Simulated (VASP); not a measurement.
# Si2W: single point with PBE

Crystal: Si2W.

```
Si W
1.0
     4.54286    0.00000    0.00000
    -2.27143    3.93423    0.00000
     0.00000    0.00000    6.85790
Si W
6 3
Direct
  0.81758 0.63515 0.50000
  0.18242 0.81758 0.83333
  0.63515 0.81758 0.16667
  0.18242 0.36485 0.50000
  0.81758 0.18242 0.83333
  0.36485 0.18242 0.16667
  0.00000 0.50000 0.16667
  0.50000 0.50000 0.83333
  0.50000 0.00000 0.50000
```

This cell differs from its parent crystal: atoms shifted along a free coordinate, c/a of the conventional cell at fixed volume 1.5096.

```yaml
Program: VASP 6.6.1
Task: single point
Functional: PBE
Potentials_or_basis: VASP PAW PBE potentials, release 64 (Si, W_sv)
Cutoff: 520 eV
k_mesh: 9 × 9 × 6
Occupations: gaussian, width 0.03 eV
Spin: no spin polarisation
```

The pressure is 3.8 GPa and the largest force is 2.360 eV/Å. The band gap on the k mesh is 0.39 eV (least direct gap 0.78 eV).

Forces in eV/Å, atoms in the order of the input:
```
Si   0.000  2.360  0.000
Si  -2.044  1.180  0.000
Si   2.044  1.180  0.000
Si   0.000 -2.360  0.000
Si   2.044 -1.180  0.000
Si  -2.044 -1.180  0.000
W    0.000  0.000  0.000
W    0.000  0.000  0.000
W    0.000  0.000  0.000
```

Stress tensor (GPa, compression positive):
```
 7.98  0.00  0.00
 0.00  7.98  0.00
 0.00  0.00 -4.53
```

Levels at points of the mesh, in eV from the valence-band top:
```tsv
k point	band 31	band 32	band 33	band 34	band 35	band 36
(0.00, 0.00, 0.00)	-2.05	-1.68	-0.88	2.60	2.94	2.94
(0.00, 0.00, 0.50)	-0.96	-0.84	-0.84	1.50	2.32	2.51
```

Run time: 110 s on 1 thread of Intel(R) Xeon(R) 6975P-C (Granite Rapids), with other jobs on the host, peak memory 0.36 GiB.

Caveat: the cell stands under pressure; spin-orbit coupling is left out, which moves the levels of the heavy elements; an odd mesh through Γ misses points on the zone boundary, where band edges can lie; forces of over 1 eV/Å act on the atoms, so gaps and moduli don't describe the material at rest.
